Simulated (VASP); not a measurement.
**Ir: single point with LDA**

Crystal: Ir.

```xyz
2
Lattice="2.6500 0.0000 0.0000 -1.3250 2.2950 0.0000 0.0000 0.0000 4.2967" Properties=species:S:1:pos:R:3 pbc="T T T"
Ir    1.3250    0.7650    3.2225
Ir    0.0000    1.5300    1.0742
```

This isn't the form of Ir at room conditions, which is fcc.

- Program: VASP 6.6.1
- Task: single point
- Functional: LDA
- Potentials or basis: VASP PAW LDA potentials, release 64 (Ir_sv_GW)
- Cutoff: 560 eV
- k mesh: 21 × 21 × 12
- Occupations: gaussian, width 0.15 eV
- Spin: collinear spin
- Starting moments: [0.5, 0.5] μB
- Fixed moment: 1 μB
- Dipole correction: no
- Further INCAR settings: ALGO = Normal; EDIFF = 1e-06; NBANDS = 28

| Item | Value |
| --- | --- |
| Pressure | 31.4 GPa |
| Net moment | 1.00 μB per cell |
| Site moments | Ir +0.49 μB |
| Valence electrons inside the program's atomic spheres | Ir 16.55 |

Stress tensor (GPa, compression positive):
```
31.47  0.00  0.00
 0.00 31.47  0.00
 0.00  0.00 31.38
```

Wall time 3.1 min on 1 thread of Intel(R) Xeon(R) 6975P-C (Granite Rapids) (shared host), peak memory 0.44 GiB.

Caveat: the cell stands under pressure; the total moment is fixed, so each spin has its own Fermi level and the state may be an excited one.
